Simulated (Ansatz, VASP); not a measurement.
CsBr: VASP beside Ansatz

The input INCAR:

```
SYSTEM = CsBr
PREC = Accurate
ENCUT = 400
EDIFF = 1E-8
ISMEAR = -1
SIGMA = 0.03
LREAL = .FALSE.
LASPH = .TRUE.
NELM = 120
ALGO = Normal
ISIF = 2
LWAVE = .FALSE.
LCHARG = .FALSE.
GGA = PE
LEFG = .TRUE.
NBANDS = 15
GGA_COMPAT = .FALSE.
```

KPOINTS

```
regular mesh
0
G
  6 6 6
  0 0 0
```

Contents of POSCAR:

```
CsBr
1.0
    4.2499814904      0.0000000000      0.0000000000
    0.0000000000      4.2499814904      0.0000000000
    0.0000000000      0.0000000000      4.2499814904
Cs Br
1 1
Direct
    0.0000000000      0.0000000000      0.0000000000
    0.5000000000      0.5000000000      0.5000000000
```

Input for Ansatz:

```yaml
crystal:
  lattice:
    - [4.2499814904, 0.0, 0.0]
    - [0.0, 4.2499814904, 0.0]
    - [0.0, 0.0, 4.2499814904]
  atoms:
    - { symbol: Cs, position: [0.0, 0.0, 0.0] }
    - { symbol: Br, position: [0.5, 0.5, 0.5] }
kpoints:
  mp_grid: { grid: [6, 6, 6] }
scf:
  occupations: { method: fermi_dirac, width: 0.03 }
hamiltonian:
  xc: pbe
  pseudopotentials: { kind: paw }
output:
  forces: true
  stress: true
  eigenvalues: true
  efg: { contact_densities: true }
```

Change from the starting cell: volume scaled by 0.975, PAW files.

Alike in both runs: task electric field gradients; functional PBE; k mesh 6 × 6 × 6; occupations fermi-dirac, width 0.03 eV; no spin polarisation.

|  | VASP | Ansatz |
| --- | --- | --- |
| version | VASP 6.6.1 | Ansatz 0.2.0 |
| potentials or method | VASP PAW PBE potentials, release 64 (Cs_sv, Br) | PAW with Ansatz's default frozen-core files, scalar-relativistic |
| plane-wave cutoff (eV) | 400 | 420 |
| valence electrons in the cell | 16 | 16 |

```tsv
	VASP	Ansatz	Ansatz less VASP
gap on the k mesh at the Fermi level (eV)	4.61	4.62	+0.012
pressure (GPa)	1.5	1.5	-0.03
```

Neither program's run includes spin-orbit coupling.
